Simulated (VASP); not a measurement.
The system is Pb.

```
CELL_PARAMETERS angstrom
3.48000 0.00000 0.00000
-1.74000 3.01377 0.00000
0.00000 0.00000 5.59000
ATOMIC_POSITIONS crystal
Pb 0.66667 0.33333 0.75000
Pb 0.33333 0.66667 0.25000
```

This isn't the form of Pb at room conditions, which is fcc.

```yaml
Program: VASP 6.6.1
Task: relaxation of cell and atoms
Functional: PBE
Potentials_or_basis: VASP PAW PBE potentials, release 64 (Pb_d)
Cutoff: 600 eV
k_mesh: 7 × 7 × 4
Occupations: fermi-dirac, width 0.05 eV
Spin: no spin polarisation
```

At the start: pressure 3.8 GPa; volume 29.31 Å³/atom.

**Question.** How do energy, volume and symmetry change on relaxing?

**Answer.** Over 6 steps the energy falls by 26.5 meV/atom and the volume is 31.73 Å³/atom (+8.2 %); space group P6_3/mmc (No. 194, to 0.1 Å) before and after.

Step by step:
```tsv
step	energy change (eV)	largest force (eV/Å)	pressure (GPa)	volume (Å³)
1	0.0000	0.0000	3.80	58.63
2	-0.0496	0.0000	-0.76	64.72
3	-0.0526	0.0000	-0.01	63.40
4	-0.0526	0.0000	-0.06	63.50
5	-0.0529	0.0000	-0.06	63.48
6	-0.0530	0.0000	-0.04	63.46
```

Final structure:
```cif
data_structure
_symmetry_space_group_name_H-M 'P 1'
_symmetry_Int_Tables_number 1
_cell_length_a 3.5904
_cell_length_b 3.5904
_cell_length_c 5.6839
_cell_angle_alpha 90.000
_cell_angle_beta 90.000
_cell_angle_gamma 120.000
_cell_volume 63.46
loop_
_atom_site_label
_atom_site_type_symbol
_atom_site_fract_x
_atom_site_fract_y
_atom_site_fract_z
_atom_site_occupancy
Pb1 Pb 0.66667 0.33333 0.75000 1
Pb2 Pb 0.33333 0.66667 0.25000 1
```
